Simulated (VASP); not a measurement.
Write the native input for VASP 6.6.1 that does the following.

```
Task                   : relaxation of the atoms
Functional             : PBE
Dispersion             : D3(BJ)
Potentials or basis    : VASP PAW PBE potentials, release 64 (Si)
Cutoff                 : 520 eV
k mesh                 : 2 × 2 × 2
Occupations            : fermi-dirac, width 0.05 eV
Spin                   : no spin polarisation
Dipole correction      : no
Further INCAR settings : LREAL = Auto; ALGO = Normal; EDIFF = 1e-06; IBRION = 2; EDIFFG = -0.08; NSW = 45
```

The structure of Si (a cell with a defect) lies in POSCAR:

```
Si
1.0
    0.0000000000      5.4300000000      5.4300000000
    5.4300000000      0.0000000000      5.4300000000
    5.4300000000      5.4300000000      0.0000000000
Si
17
Direct
    0.0000000000      0.0000000000      0.0000000000
    0.1250000000      0.1250000000      0.1250000000
    0.0000000000      0.0000000000      0.5000000000
    0.1250000000      0.1250000000      0.6250000000
    0.0000000000      0.5000000000      0.0000000000
    0.1250000000      0.6250000000      0.1250000000
    0.0000000000      0.5000000000      0.5000000000
    0.1250000000      0.6250000000      0.6250000000
    0.5000000000      0.0000000000      0.0000000000
    0.6250000000      0.1250000000      0.1250000000
    0.5000000000      0.0000000000      0.5000000000
    0.6250000000      0.1250000000      0.6250000000
    0.5000000000      0.5000000000      0.0000000000
    0.6250000000      0.6250000000      0.1250000000
    0.5000000000      0.5000000000      0.5000000000
    0.6250000000      0.6250000000      0.6250000000
    0.0617050000      0.8101635000      0.3154616000
```

One way to write it, as run:

INCAR

```
SYSTEM = Si
ALGO = Normal ; EDIFF = 1E-6
EDIFFG = -0.08 ; ENCUT = 520
GGA = PE ; IBRION = 2
ISIF = 2 ; ISMEAR = -1
IVDW = 12 ; LASPH = .True.
LCHARG = .False. ; LREAL = Auto
LWAVE = .False. ; NELM = 80
NSW = 45 ; PREC = Accurate
SIGMA = 0.05
```

KPOINTS

```
k-points
0
Gamma
  2 2 2
  0 0 0
```

Potentials or basis: VASP PAW PBE potentials, release 64 (Si).

Command:

```bash
$ cat potpaw_PBE.64/Si/POTCAR > POTCAR
$ mpirun -np 1 vasp_std > vasp.out
```

It gave:

| Property | Result |
| --- | --- |
| Energy gained by relaxing | 55.4 meV/atom |
| Ionic steps | 14 |
| Pressure after relaxing | 1.8 GPa |
| Largest force after relaxing | 0.056 eV/Å |
| Dispersion energy per atom | -0.332 eV |

Caveat: the k points lie up to 0.50 Å⁻¹ apart; the relaxation stopped at a loose force limit of 0.08 eV/Å, so its end isn't a converged minimum.

It took 21 min on 1 thread of Oxide Virtual Turin-like Processor, on a shared host, peak memory 0.51 GiB.
